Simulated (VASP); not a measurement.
# Mo (P6/mmm) in VASP: notebook, part 2 of 2

VASP 6.6.1. The steps go on from the part before.

### 4 Single point, PBE (16.80 Å³/atom)

This run uses another cell than the first one, of 16.80 Å³/atom.

INCAR

```
  PREC = Accurate
  ENCUT = 520
  EDIFF = 1E-6
  ISMEAR = -1
  SIGMA = 0.08
  LREAL = F
  LASPH = T
  NELM = 80
  ALGO = Normal
  ISIF = 2
  LWAVE = F
  LCHARG = T
  GGA = PE
  LELF = T
  LVHAR = T
  NBANDS = 13
```

KPOINTS

```
Automatic mesh
0
Gamma
  18 18 16
```

POSCAR

```
Mo
1.0
    2.7721062516      0.0000000000      0.0000000000
   -1.3860531258      2.4007144359      0.0000000000
    0.0000000000      0.0000000000      2.5241163050
Mo
1
Direct
    0.0000000000      0.0000000000      0.0000000000
```

Potentials or basis: VASP PAW PBE potentials, release 64 (Mo_sv).

The run is started by

```
$ cat potpaw_PBE.64/Mo_sv/POTCAR > POTCAR
$ mpirun -np 1 vasp_std > vasp.out
```

OUTCAR:

```text
PREC = Accurate
   ENCUT = 520
   EDIFF = 1E-6
   ISMEAR = -1
   LREAL = F
   LASPH = T
   NELM = 80
   ISIF = 2
   GGA = PE

 ion  position               nearest neighbor table
   1  0.000  0.000  0.000-

  LATTYP: Found a hexagonal cell.
 ALAT       =     2.7721062516
 C/A-ratio  =     0.9105409663

  Lattice vectors:

 A1 = (   2.7721062516,   0.0000000000,   0.0000000000)
 A2 = (  -1.3860531258,   2.4007144359,   0.0000000000)
 A3 = (   0.0000000000,   0.0000000000,   2.5241163050)

Analysis of symmetry for initial positions (statically):
=====================================================================
 Subroutine PRICEL returns:
 Original cell was already a primitive cell.

 Routine SETGRP: Setting up the symmetry group for a
 hexagonal supercell.

 Subroutine GETGRP returns: Found 24 space group operations
 (whereof 24 operations were pure point group operations)
 out of a pool of 24 trial point group operations.

The static configuration has the point symmetry D_6h.

Analysis of symmetry for dynamics (positions and initial velocities):
=====================================================================
 Subroutine PRICEL returns:
 Original cell was already a primitive cell.

 Routine SETGRP: Setting up the symmetry group for a
 hexagonal supercell.

 Subroutine GETGRP returns: Found 24 space group operations
 (whereof 24 operations were pure point group operations)
 out of a pool of 24 trial point group operations.

The dynamic configuration has the point symmetry D_6h.

 Subroutine INISYM returns: Found 24 space group operations
 (whereof 24 operations are pure point group operations),
 and found     1 'primitive' translations

----------------------------------------------------------------------------------------

                                     Primitive cell

  volume of cell :      16.7981

  direct lattice vectors                    reciprocal lattice vectors
     2.772106252  0.000000000  0.000000000     0.360736534  0.208271335  0.000000000
    -1.386053126  2.400714436  0.000000000     0.000000000  0.416542670  0.000000000
     0.000000000  0.000000000  2.524116305     0.000000000  0.000000000  0.396178258

  length of vectors
     2.772106252  2.772106252  2.524116305     0.416542670  0.416542670  0.396178258

  position of ions in fractional coordinates (direct lattice)
     0.000000000  0.000000000  0.000000000

  ion indices of the primitive-cell ions
   primitive index   ion index
                 1           1

----------------------------------------------------------------------------------------

 KPOINTS: Automatic mesh

Automatic generation of k-mesh.
 Grid dimensions read from file:
 generate k-points for:   18   18   16

 Generating k-lattice:

  Cartesian coordinates                     Fractional coordinates (reciprocal lattice)
     0.020040919  0.011570630  0.000000000     0.055555556 -0.000000000  0.000000000
     0.000000000  0.023141259  0.000000000     0.000000000  0.055555556  0.000000000
     0.000000000  0.000000000  0.024761141     0.000000000  0.000000000  0.062500000

  Length of vectors
     0.023141259  0.023141259  0.024761141

  Shift w.r.t. Gamma in fractional coordinates (k-lattice)
     0.000000000  0.000000000  0.000000000

 Subroutine IBZKPT returns following result:
 ===========================================

 Found    333 irreducible k-points:

 Following reciprocal coordinates:
            Coordinates               Weight
  0.000000  0.000000  0.000000      1.000000
  0.055556 -0.000000  0.000000      6.000000
  0.111111 -0.000000  0.000000      6.000000
  0.166667  0.000000  0.000000      6.000000
  0.222222  0.000000  0.000000      6.000000
  0.277778  0.000000  0.000000      6.000000
[... 16 lines left out ...]
  0.333333  0.111111  0.000000     12.000000
  0.388889  0.111111  0.000000     12.000000
 [... further k-points ...]
   k-points           NKPTS =    333   k-points in BZ     NKDIM =    333   number of bands    NBANDS=     13
   number of dos      NEDOS =    301   number of ions     NIONS =      1
   total plane-waves  NPLWV =  11520
   dimension x,y,z NGX =    24 NGY =   24 NGZ =   20
   dimension x,y,z NGXF=    48 NGYF=   48 NGZF=   40
   ions per type =               1
   NGX,Y,Z   is equivalent  to a cutoff of  14.39, 14.39, 13.17 a.u.
   NGXF,Y,Z  is equivalent  to a cutoff of  28.79, 28.79, 26.35 a.u.
 SYSTEM =  unknown system
   PREC   = accura    normal or accurate (medium, high low for compatibility)
   ISTART =      0    job   : 0-new  1-cont  2-samecut
   ICHARG =      2    charge: 1-file 2-atom 10-const
   ISPIN  =      1    spin polarized calculation?
   LNONCOLLINEAR =      F non collinear calculations
   LSORBIT =      F    spin-orbit coupling
   LASPH  =      T    aspherical Exc in radial PAW
   ENCUT  =  520.0 eV  38.22 Ry    6.18 a.u.   5.15  5.15  4.69*2*pi/ulx,y,z
   NELM   =     80;   NELMIN=  2; NELMDL= -5     # of ELM steps
   EDIFF  = 0.1E-05   stopping-criterion for ELM
   LREAL  =      F    real-space projection
   EDIFFG = 0.1E-04   stopping-criterion for IOM
   NSW    =      0    number of steps for IOM
   IBRION =     -1    ionic relax: 0-MD 1-quasi-New 2-CG
   NFREE  =      0    steps in history (QN), initial steepest desc. (CG)
   ISIF   =      2    stress and relaxation
   ISYM   =      2    0-nonsym 1-usesym 2-fastsym
   POTIM  = 0.5000    time-step for ionic-motion
   TEBEG  =    0.0;   TEEND  =   0.0 temperature during run
   PSTRESS=    0.0 pullay stress
   NELECT =      14.0000    total number of electrons
   NUPDOWN=      -1.0000    fix difference up-down
   EMIN   =  10.00;   EMAX   =-10.00  energy-range for DOS
   EFERMI =   0.00;   METHOD = LEGACY
   ISMEAR =    -1;   SIGMA  =   0.08  broadening in eV -4-tet -1-fermi 0-gaus
   EFERMI_NEDOS =   21; number of points for ismear=-14 and -15
   IALGO  =     38    algorithm
   IMIX   =      4    mixing-type and parameters
     AMIX     =   0.40;   BMIX     =  1.00
     AMIX_MAG =   1.60;   BMIX_MAG =  1.00
  volume/ion in A,a.u.               =      16.80       113.36
  Fermi-wavevector in a.u.,A,eV,Ry     =   1.540627  2.911363 32.293871  2.373533
  Thomas-Fermi vector in A             =   2.646688
   LORBIT       =      0    0 simple, 1 ext, 2 COOP (PROOUT), +10 PAW based schemes
   GGA     = PE    functional components
[... 5 lines left out ...]
 non-spin polarized calculation
  energy-cutoff  :      520.00
  volume of cell :       16.80
 maximum number of plane-waves:       464
 NGX is ok and might be reduce to    24
   NGX = 11   NGY = 11   NGZ =  9

 number of electron      14.0000000 magnetization

 Free energy of the ion-electron system (eV)
  ---------------------------------------------------
  ext. energy  EPLUGINS =         0.00000000
  ---------------------------------------------------
  free energy    TOTEN  =       -10.06680153 eV

  energy without entropy =      -10.04363082  energy(sigma->0) =      -10.05521618

 E-fermi :  11.3058     XC(G=0): -12.8956

 val. band max:       11.2990542238   @ k =   0.0000   0.0000   0.4375
 cond. band min:      11.3154168785   @ k =   0.3333   0.0556   0.2500
 fundamental gap:      0.0163626548
 Fermi energy:        11.3057859794

 k-point     1 :       0.0000    0.0000    0.0000
  band No.  band energies     occupation
      1     -49.6977      2.00000
      2     -23.0502      2.00000
      3     -23.0502      2.00000
      4     -22.8445      2.00000
      5       4.6248      2.00000
      6       7.0326      2.00000
      7      10.4341      1.99996
      8      10.4341      1.99996
      9      15.4615      0.00000
     10      15.4615      0.00000
     11      24.1679      0.00000
     12      27.6902      0.00000
     13      31.4314      0.00000
[... 353 lines left out ...]
 k-point    24 :       0.3889    0.1111    0.0000
  band No.  band energies     occupation
      1     -49.5046      2.00000
      2     -24.1997      2.00000
      3     -23.4200      2.00000
      4     -22.7129      2.00000
      5       7.0313      2.00000
      6       8.0669      2.00000
      7      11.2766      1.18066
      8      12.8073      0.00000
      9      14.6325      0.00000
     10      15.9970      0.00000
     11      21.0462      0.00000
     12      23.6318      0.00000
     13      28.9433      0.00000

 [... further k-points ...]

------------------------ aborting loop because EDIFF is reached ----------------------------------------

  FORCE on cell =-STRESS in cart. coord.  units (eV):
  Direction    XX          YY          ZZ          XY          YZ          ZX
  --------------------------------------------------------------------------------------
  -------------------------------------------------------------------------------------
  Total        0.0426465      0.0426465      0.0707427      0.0000000      0.0000000      0.0000000
  in kB        4.0675636      4.0675636      6.7473346      0.0000000      0.0000000      0.0000000
  external PRESSURE =       4.9608206 kB  Pullay stress =       0.0000000 kB

 VOLUME and BASIS-vectors are now :
 -----------------------------------------------------------------------------
  energy-cutoff  :      520.00
  volume of cell :       16.80
      direct lattice vectors                 reciprocal lattice vectors
     2.772106252  0.000000000  0.000000000     0.360736534  0.208271335  0.000000000
    -1.386053126  2.400714436  0.000000000     0.000000000  0.416542670  0.000000000
     0.000000000  0.000000000  2.524116305     0.000000000  0.000000000  0.396178258

 POSITION                                       TOTAL-FORCE (eV/Angst)
 -----------------------------------------------------------------------------------
      0.00000      0.00000      0.00000        -0.000000      0.000000      0.000000
 -----------------------------------------------------------------------------------
    total drift:                               -0.000000     -0.000000      0.000000

  FREE ENERGIE OF THE ION-ELECTRON SYSTEM (eV)
  ---------------------------------------------------
  free  energy   TOTEN  =       -10.0668015349 eV

  energy  without entropy=      -10.0436308249  energy(sigma->0) =      -10.05521618
```

stdout:

```text
POSCAR found type information on POSCAR Mo
 POSCAR found :  1 types and       1 ions
 scaLAPACK will be used
 LDA part: xc-table for (Slater+PW92), standard interpolation
 POSCAR, INCAR and KPOINTS ok, starting setup
 FFT: planning ... GRIDC
 FFT: planning ... GRID_SOFT
 FFT: planning ... GRID
 WAVECAR not read
 entering main loop
```

It took 68 s on 1 thread of Intel Xeon 8259CL, shared host; peak memory 0.19 GiB.

What came out:

```
Free energy            : -10.0668 eV
Pressure               : 0.5 GPa
Band gap on the k mesh : zero (bands 7 and 8 overlap by 1.81 eV)
```

Stress tensor (GPa, compression positive):
```
0.41 0.00 0.00
0.00 0.41 0.00
0.00 0.00 0.67
```
